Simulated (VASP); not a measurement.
# PbS in VASP: notebook

PbS is run at these levels: r2SCAN, PBEsol; tasks: single point.

Everything below comes from runs of VASP 6.6.1. Logs are shortened: lines on timing, memory, paths and dates and some standing lists are left out, and cuts for length are marked.

### 1 The cell of the first run

It takes space group Pm-3m (No. 221, cubic). Conventional cell: a = 3.531 Å, b = 3.531 Å, c = 3.531 Å, α = 90.00°, β = 90.00°, γ = 90.00°. Pb (site symmetry m-3m) has 8 S at 3.06 Å and 6 Pb at 3.53 Å within 4.0 Å. Within 4.0 Å of S (site symmetry m-3m) lie 8 Pb at 3.06 Å and 6 S at 3.53 Å.

### 2 Single point, r2SCAN (strained)

The input, POSCAR:

```
PbS
1.0
    3.5308595210      0.0000000000      0.0000000000
    0.0000000000      3.5308595210      0.0000000000
    0.0000000000      0.0000000000      3.5308595210
Pb S
1 1
Direct
    0.0000000000      0.0000000000      0.0000000000
    0.5000000000      0.5000000000      0.5000000000
```

The input, INCAR.step1:

```
SYSTEM = PbS
ALGO = Normal
EDIFF = 1E-4
ENCUT = 520
GGA = PE
ISMEAR = 0
LASPH = .TRUE.
LCHARG = .FALSE.
LREAL = .FALSE.
LWAVE = .TRUE.
NBANDS = 17
NELM = 80
PREC = Accurate
SIGMA = 0.1
```

The input, INCAR.step2:

```
SYSTEM = PbS
ALGO = Normal
EDIFF = 1E-7
ENCUT = 520
ISIF = 2
ISMEAR = 0
ISTART = 1
LASPH = .TRUE.
LCHARG = .FALSE.
LMIXTAU = .TRUE.
LREAL = .FALSE.
LWAVE = .FALSE.
METAGGA = R2SCAN
NBANDS = 17
NELM = 80
PREC = Accurate
SIGMA = 0.1
```

The input, KPOINTS:

```
k-points
0
G
  12 12 12
  0 0 0
```

Potentials or basis: VASP PAW PBE potentials, release 64 (Pb_d, S).

On the command line:

```
$ cat potpaw_PBE.64/Pb_d/POTCAR potpaw_PBE.64/S/POTCAR > POTCAR
$ cp INCAR.step1 INCAR
$ mpirun -np 1 vasp_std > vasp.out
$ cp INCAR.step2 INCAR
$ mpirun -np 1 vasp_std > vasp.out
```

OUTCAR:

```text
SYSTEM = PbS
   EDIFF = 1E-7
   ENCUT = 520
   ISIF = 2
   ISMEAR = 0
   ISTART = 1
   LASPH = .TRUE.
   LREAL = .FALSE.
   METAGGA = R2SCAN
   NELM = 80
   PREC = Accurate

 ion  position               nearest neighbor table
   1  0.000  0.000  0.000-   2 3.06   2 3.06   2 3.06   2 3.06   2 3.06   2 3.06   2 3.06   2 3.06

   2  0.500  0.500  0.500-   1 3.06   1 3.06   1 3.06   1 3.06   1 3.06   1 3.06   1 3.06   1 3.06

  LATTYP: Found a simple cubic cell.
 ALAT       =     3.5308595210

  Lattice vectors:

 A1 = (   3.5308595210,   0.0000000000,   0.0000000000)
 A2 = (   0.0000000000,   3.5308595210,   0.0000000000)
 A3 = (   0.0000000000,   0.0000000000,   3.5308595210)

Analysis of symmetry for initial positions (statically):
=====================================================================
 Subroutine PRICEL returns:
 Original cell was already a primitive cell.

 Routine SETGRP: Setting up the symmetry group for a
 simple cubic supercell.

 Subroutine GETGRP returns: Found 48 space group operations
 (whereof 48 operations were pure point group operations)
 out of a pool of 48 trial point group operations.

The static configuration has the point symmetry O_h .

Analysis of symmetry for dynamics (positions and initial velocities):
=====================================================================
 Subroutine PRICEL returns:
 Original cell was already a primitive cell.

 Routine SETGRP: Setting up the symmetry group for a
 simple cubic supercell.

 Subroutine GETGRP returns: Found 48 space group operations
 (whereof 48 operations were pure point group operations)
 out of a pool of 48 trial point group operations.

The dynamic configuration has the point symmetry O_h .

 Subroutine INISYM returns: Found 48 space group operations
 (whereof 48 operations are pure point group operations),
 and found     1 'primitive' translations

----------------------------------------------------------------------------------------

                                     Primitive cell

  volume of cell :      44.0191

  direct lattice vectors                    reciprocal lattice vectors
     3.530859521  0.000000000  0.000000000     0.283217158  0.000000000  0.000000000
     0.000000000  3.530859521  0.000000000     0.000000000  0.283217158  0.000000000
     0.000000000  0.000000000  3.530859521     0.000000000  0.000000000  0.283217158

  length of vectors
     3.530859521  3.530859521  3.530859521     0.283217158  0.283217158  0.283217158

  position of ions in fractional coordinates (direct lattice)
     0.000000000  0.000000000  0.000000000
     0.500000000  0.500000000  0.500000000

  ion indices of the primitive-cell ions
   primitive index   ion index
                 1           1
                 2           2

----------------------------------------------------------------------------------------

 KPOINTS: k-points

Automatic generation of k-mesh.
 Grid dimensions read from file:
 generate k-points for:   12   12   12

 Generating k-lattice:

  Cartesian coordinates                     Fractional coordinates (reciprocal lattice)
     0.023601430  0.000000000  0.000000000     0.083333333  0.000000000  0.000000000
     0.000000000  0.023601430  0.000000000     0.000000000  0.083333333  0.000000000
     0.000000000  0.000000000  0.023601430     0.000000000  0.000000000  0.083333333

  Length of vectors
     0.023601430  0.023601430  0.023601430

  Shift w.r.t. Gamma in fractional coordinates (k-lattice)
     0.000000000  0.000000000  0.000000000

 Subroutine IBZKPT returns following result:
 ===========================================

 Found     84 irreducible k-points:

 Following reciprocal coordinates:
            Coordinates               Weight
  0.000000  0.000000  0.000000      1.000000
  0.083333  0.000000  0.000000      6.000000
  0.166667  0.000000  0.000000      6.000000
  0.250000  0.000000  0.000000      6.000000
  0.333333  0.000000  0.000000      6.000000
  0.416667  0.000000  0.000000      6.000000
[... 16 lines left out ...]
  0.333333  0.333333  0.000000     12.000000
  0.416667  0.333333  0.000000     24.000000
 [... further k-points ...]
   k-points           NKPTS =     84   k-points in BZ     NKDIM =     84   number of bands    NBANDS=     17
   number of dos      NEDOS =    301   number of ions     NIONS =      2
   total plane-waves  NPLWV =  21952
   dimension x,y,z NGX =    28 NGY =   28 NGZ =   28
   dimension x,y,z NGXF=    56 NGYF=   56 NGZF=   56
   ions per type =               1   1
   NGX,Y,Z   is equivalent  to a cutoff of  13.18, 13.18, 13.18 a.u.
   NGXF,Y,Z  is equivalent  to a cutoff of  26.37, 26.37, 26.37 a.u.
 SYSTEM =  PbS
   PREC   = accura    normal or accurate (medium, high low for compatibility)
   ISTART =      1    job   : 0-new  1-cont  2-samecut
   ICHARG =      0    charge: 1-file 2-atom 10-const
   ISPIN  =      1    spin polarized calculation?
   LNONCOLLINEAR =      F non collinear calculations
   LSORBIT =      F    spin-orbit coupling
   LASPH  =      T    aspherical Exc in radial PAW
   ENCUT  =  520.0 eV  38.22 Ry    6.18 a.u.   6.57  6.57  6.57*2*pi/ulx,y,z
   NELM   =     80;   NELMIN=  2; NELMDL=  0     # of ELM steps
   EDIFF  = 0.1E-06   stopping-criterion for ELM
   LREAL  =      F    real-space projection
   EDIFFG = 0.1E-05   stopping-criterion for IOM
   NSW    =      0    number of steps for IOM
   IBRION =     -1    ionic relax: 0-MD 1-quasi-New 2-CG
   NFREE  =      0    steps in history (QN), initial steepest desc. (CG)
   ISIF   =      2    stress and relaxation
   ISYM   =      2    0-nonsym 1-usesym 2-fastsym
   POTIM  = 0.5000    time-step for ionic-motion
   TEBEG  =    0.0;   TEEND  =   0.0 temperature during run
   PSTRESS=    0.0 pullay stress
   NELECT =      20.0000    total number of electrons
   NUPDOWN=      -1.0000    fix difference up-down
   EMIN   =  10.00;   EMAX   =-10.00  energy-range for DOS
   EFERMI =   0.00;   METHOD = LEGACY
   ISMEAR =     0;   SIGMA  =   0.10  broadening in eV -4-tet -1-fermi 0-gaus
   EFERMI_NEDOS =   21; number of points for ismear=-14 and -15
   IALGO  =     38    algorithm
   IMIX   =      4    mixing-type and parameters
     AMIX     =   0.40;   BMIX     =  1.00
     AMIX_MAG =   1.60;   BMIX_MAG =  1.00
  volume/ion in A,a.u.               =      22.01       148.53
  Fermi-wavevector in a.u.,A,eV,Ry     =   1.258552  2.378318 21.550980  1.583952
  Thomas-Fermi vector in A             =   2.392156
   LORBIT       =      0    0 simple, 1 ext, 2 COOP (PROOUT), +10 PAW based schemes
   METAGGA = R2SCAN    functional components
   LHFCALC =     F    Hartree Fock is set to
   AEXX    =    0.0000 exact exchange contribution
   IVDW    =     0    specifies the selected vdW correction
   LEPSILON=     F    determine dielectric tensor
   LRPA    =     F    only Hartree local field effects (RPA)
 non-spin polarized calculation
 Gauss-broadening in eV      SIGMA  =   0.10
  energy-cutoff  :      520.00
  volume of cell :       44.02
 maximum number of plane-waves:      1213
 NGX is ok and might be reduce to    28
   NGX = 13   NGY = 13   NGZ = 13

 number of electron      20.0000003 magnetization

 Free energy of the ion-electron system (eV)
  ---------------------------------------------------
  ext. energy  EPLUGINS =         0.00000000
  ---------------------------------------------------
  free energy    TOTEN  =       -65.00338911 eV

  energy without entropy =      -65.00054448  energy(sigma->0) =      -65.00196680

 E-fermi :   7.2479     XC(G=0): -11.2545

 val. band max:        7.2150042745   @ k =   0.2500   0.1667   0.0833
 cond. band min:       7.3342598219   @ k =   0.1667   0.1667   0.1667
 fundamental gap:      0.1192555473
 Fermi energy:         7.2478500042

 k-point     1 :       0.0000    0.0000    0.0000
  band No.  band energies     occupation
      1     -10.3684      2.00000
      2     -10.3684      2.00000
      3     -10.0795      2.00000
      4     -10.0795      2.00000
      5     -10.0795      2.00000
      6      -7.2383      2.00000
[... 9 lines left out ...]
     16      20.8755      0.00000
     17      20.8755      0.00000

 k-point     2 :       0.0833    0.0000    0.0000
  band No.  band energies     occupation
      1     -10.3674      2.00000
      2     -10.3541      2.00000
      3     -10.0853      2.00000
      4     -10.0853      2.00000
      5     -10.0789      2.00000
      6      -7.1683      2.00000
[... 9 lines left out ...]
     16      20.8044      0.00000
     17      20.8151      0.00000

 k-point     3 :       0.1667    0.0000    0.0000
  band No.  band energies     occupation
      1     -10.3646      2.00000
      2     -10.3151      2.00000
      3     -10.1011      2.00000
      4     -10.1011      2.00000
      5     -10.0773      2.00000
      6      -6.9625      2.00000
[... 9 lines left out ...]
     16      20.8085      0.00000
     17      20.8314      0.00000

 k-point     4 :       0.2500    0.0000    0.0000
  band No.  band energies     occupation
      1     -10.3609      2.00000
      2     -10.2623      2.00000
      3     -10.1227      2.00000
      4     -10.1227      2.00000
      5     -10.0751      2.00000
      6      -6.6363      2.00000
[... 9 lines left out ...]
     16      19.5715      0.00000
     17      20.7837      0.00000
[... 343 lines left out ...]
      1     -10.2881      2.00000
      2     -10.2690      2.00000
      3     -10.1561      2.00000
      4     -10.1089      2.00000
      5     -10.0969      2.00000
      6      -5.1761      2.00000
[... 9 lines left out ...]
     16      19.6697      0.00000
     17      20.1991      0.00000

 k-point    23 :       0.3333    0.3333    0.0000
  band No.  band energies     occupation
      1     -10.2810      2.00000
      2     -10.2747      2.00000
      3     -10.1339      2.00000
      4     -10.1300      2.00000
      5     -10.1041      2.00000
      6      -5.3243      2.00000
[... 9 lines left out ...]
     16      18.9260      0.00000
     17      20.1207      0.00000

 k-point    24 :       0.4167    0.3333    0.0000
  band No.  band energies     occupation
      1     -10.3068      2.00000
      2     -10.2699      2.00000
      3     -10.1464      2.00000
      4     -10.1290      2.00000
      5     -10.0683      2.00000
      6      -5.0247      2.00000
[... 9 lines left out ...]
     16      18.8933      0.00000
     17      19.3589      0.00000

 [... further k-points ...]
[... 5 lines left out ...]
  --------------------------------------------------------------------------------------
  -------------------------------------------------------------------------------------
  Total        1.8022612      1.8022612      1.8022612     -0.0000000      0.0000000      0.0000000
  in kB       65.5974550     65.5974550     65.5974550     -0.0000000      0.0000000      0.0000000
  external PRESSURE =      65.5974550 kB  Pullay stress =       0.0000000 kB

 VOLUME and BASIS-vectors are now :
 -----------------------------------------------------------------------------
  energy-cutoff  :      520.00
  volume of cell :       44.02
      direct lattice vectors                 reciprocal lattice vectors
     3.530859521  0.000000000  0.000000000     0.283217158  0.000000000  0.000000000
     0.000000000  3.530859521  0.000000000     0.000000000  0.283217158  0.000000000
     0.000000000  0.000000000  3.530859521     0.000000000  0.000000000  0.283217158

 POSITION                                       TOTAL-FORCE (eV/Angst)
 -----------------------------------------------------------------------------------
      0.00000      0.00000      0.00000         0.000000      0.000000      0.000000
      1.76543      1.76543      1.76543         0.000000      0.000000      0.000000
 -----------------------------------------------------------------------------------
    total drift:                               -0.000000      0.000000      0.000000

  FREE ENERGIE OF THE ION-ELECTRON SYSTEM (eV)
  ---------------------------------------------------
  free  energy   TOTEN  =       -65.0033891108 eV

  energy  without entropy=      -65.0005444829  energy(sigma->0) =      -65.00196680
```

Wall time 5 min (1 thread of Intel Xeon 8259CL, shared host); peak memory 0.21 GiB.

Results:

```yaml
Free_energy: -65.0034 eV
Pressure: 6.6 GPa
Band_gap_on_the_k_mesh: zero (bands 10 and 11 overlap by 0.73 eV)
```

Caveat: the cell differs from its parent crystal (strained); the cell stands under pressure; semilocal functionals underestimate gaps, and a narrow one can read as zero; the PAW data sets were made with another functional, which shifts forces and pressure a little; spin-orbit coupling is left out, which moves the levels of the heavy elements.

### 3 Single point, PBEsol (one atom moved)

The input, INCAR:

```
SYSTEM = PbS
PREC     = Accurate       ! precision mode
ENCUT    = 520            ! plane-wave cutoff, eV
EDIFF    = 1E-7           ! SCF threshold, eV
ISMEAR   = 0              ! smearing method
SIGMA    = 0.1            ! smearing width, eV
LREAL    = .FALSE.        ! projectors in reciprocal space
LASPH    = .TRUE.         ! aspherical terms in the spheres
NELM     = 80             ! most SCF steps
ALGO     = Normal         ! electronic algorithm
ISIF     = 2              ! what is computed and relaxed
LWAVE    = .FALSE.        ! write WAVECAR
LCHARG   = .FALSE.        ! write CHGCAR
GGA      = PS             ! functional
NBANDS   = 17             ! bands
```

The input, KPOINTS:

```
regular mesh
0
G
  10 10 10
  0 0 0
```

The input, POSCAR:

```
PbS
1.0
    3.6536590000      0.0000000000      0.0000000000
    0.0000000000      3.6536590000      0.0000000000
    0.0000000000      0.0000000000      3.6536590000
Pb S
1 1
Direct
    0.0000000000      0.0000000000      0.0246328407
    0.5000000000      0.5000000000      0.5000000000
```

Potentials or basis: VASP PAW PBE potentials, release 64 (Pb_d, S).

On the command line:

```
$ cat potpaw_PBE.64/Pb_d/POTCAR potpaw_PBE.64/S/POTCAR > POTCAR
$ mpirun -np 1 vasp_std > vasp.out
```

OUTCAR:

```text
SYSTEM = PbS
   PREC = Accurate
   ENCUT = 520
   EDIFF = 1E-7
   ISMEAR = 0
   LREAL = .FALSE.
   LASPH = .TRUE.
   NELM = 80
   ISIF = 2
   GGA = PS

 ion  position               nearest neighbor table
   1  0.000  0.000  0.025-   2 3.11   2 3.11   2 3.11   2 3.11   2 3.22   2 3.22   2 3.22   2 3.22

   2  0.500  0.500  0.500-   1 3.11   1 3.11   1 3.11   1 3.11   1 3.22   1 3.22   1 3.22   1 3.22

  LATTYP: Found a simple cubic cell.
 ALAT       =     3.6536590000

  Lattice vectors:

 A1 = (   3.6536590000,   0.0000000000,   0.0000000000)
 A2 = (   0.0000000000,   3.6536590000,   0.0000000000)
 A3 = (   0.0000000000,   0.0000000000,   3.6536590000)

Analysis of symmetry for initial positions (statically):
=====================================================================
 Subroutine PRICEL returns:
 Original cell was already a primitive cell.

 Routine SETGRP: Setting up the symmetry group for a
 simple cubic supercell.

 Subroutine GETGRP returns: Found  8 space group operations
 (whereof  8 operations were pure point group operations)
 out of a pool of 48 trial point group operations.

The static configuration has the point symmetry C_4v.

Analysis of symmetry for dynamics (positions and initial velocities):
=====================================================================
[... 155 lines left out ...]
  free energy    TOTEN  =        -8.99716149 eV

  energy without entropy =       -8.99427511  energy(sigma->0) =       -8.99571830

 E-fermi :   5.9162     XC(G=0): -10.3516

 val. band max:        5.8985624551   @ k =   0.5000   0.5000   0.4000
 cond. band min:       5.9299950937   @ k =   0.2000   0.2000   0.1000
 fundamental gap:      0.0314326386
 Fermi energy:         5.9161693642

 k-point     1 :       0.0000    0.0000    0.0000
  band No.  band energies     occupation
      1     -10.8254      2.00000
      2     -10.8248      2.00000
      3     -10.6127      2.00000
      4     -10.6127      2.00000
      5     -10.6121      2.00000
      6      -7.1770      2.00000
[... 457 lines left out ...]
      4     -10.6601      2.00000
      5     -10.6120      2.00000
      6      -5.7971      2.00000
[... 9 lines left out ...]
     16      18.0575      0.00000
     17      18.8108      0.00000

 [... further k-points ...]
[... 5 lines left out ...]
  --------------------------------------------------------------------------------------
  -------------------------------------------------------------------------------------
  Total       -1.0376046     -1.0376046     -1.0074581      0.0000000      0.0000000      0.0000000
  in kB      -34.0846192    -34.0846192    -33.0943251      0.0000000      0.0000000      0.0000000
  external PRESSURE =     -33.7545212 kB  Pullay stress =       0.0000000 kB

 VOLUME and BASIS-vectors are now :
 -----------------------------------------------------------------------------
  energy-cutoff  :      520.00
  volume of cell :       48.77
      direct lattice vectors                 reciprocal lattice vectors
     3.653659000  0.000000000  0.000000000     0.273698230  0.000000000  0.000000000
     0.000000000  3.653659000  0.000000000     0.000000000  0.273698230  0.000000000
     0.000000000  0.000000000  3.653659000     0.000000000  0.000000000  0.273698230

 POSITION                                       TOTAL-FORCE (eV/Angst)
 -----------------------------------------------------------------------------------
      0.00000      0.00000      0.09000        -0.000000      0.000000      0.118682
      1.82683      1.82683      1.82683         0.000000     -0.000000     -0.118682
 -----------------------------------------------------------------------------------
    total drift:                               -0.000000      0.000000      0.000251

  FREE ENERGIE OF THE ION-ELECTRON SYSTEM (eV)
  ---------------------------------------------------
  free  energy   TOTEN  =        -8.9971614875 eV

  energy  without entropy=       -8.9942751115  energy(sigma->0) =       -8.99571830
```

Run time: 2.1 min. Hardware: 1 thread of Intel Xeon 8259CL, shared host; peak memory 0.23 GiB.

Results:

| Property | Result |
| --- | --- |
| Free energy | -8.9972 eV |
| Pressure | -3.4 GPa |
| Largest force | 0.119 eV/Å |
| Band gap on the k mesh | zero (bands 10 and 11 overlap by 0.49 eV) |

Forces on the atoms (eV/Å):
```
Pb   0.000  0.000  0.119
S    0.000  0.000 -0.119
```

Levels at points of the mesh, in eV from the Fermi level:
```
           k point  band 7  band 8  band 9  band 10  band 11  band 12  band 13  band 14
(0.00, 0.00, 0.00)   -6.67   -1.55   -1.55    -1.53     5.29     5.45     6.56     6.56
(0.50, 0.00, 0.00)   -8.98   -0.45   -0.42    -0.06     0.35     3.94     3.97     6.69
(0.00, 0.00, 0.50)   -8.95   -0.43   -0.43    -0.11     0.36     3.97     3.97     6.68
(0.50, 0.50, 0.00)   -7.22   -4.43   -4.43    -0.21     4.23     4.23     5.93     7.16
(0.00, 0.50, 0.50)   -7.24   -4.41   -4.40    -0.22     4.21     4.21     5.93     7.17
(0.50, 0.50, 0.50)   -5.92   -2.38   -2.38    -2.34    -0.48    -0.43    -0.43    13.63
```

Caveat: the cell differs from its parent crystal (one atom moved); the cell stands under tension; semilocal functionals underestimate gaps, and a narrow one can read as zero; the PAW data sets were made with another functional, which shifts forces and pressure a little; spin-orbit coupling is left out, which moves the levels of the heavy elements.

[end of part 1 of 2]

The gap in the log of VASP goes by the Fermi energy; the results here count the filled bands.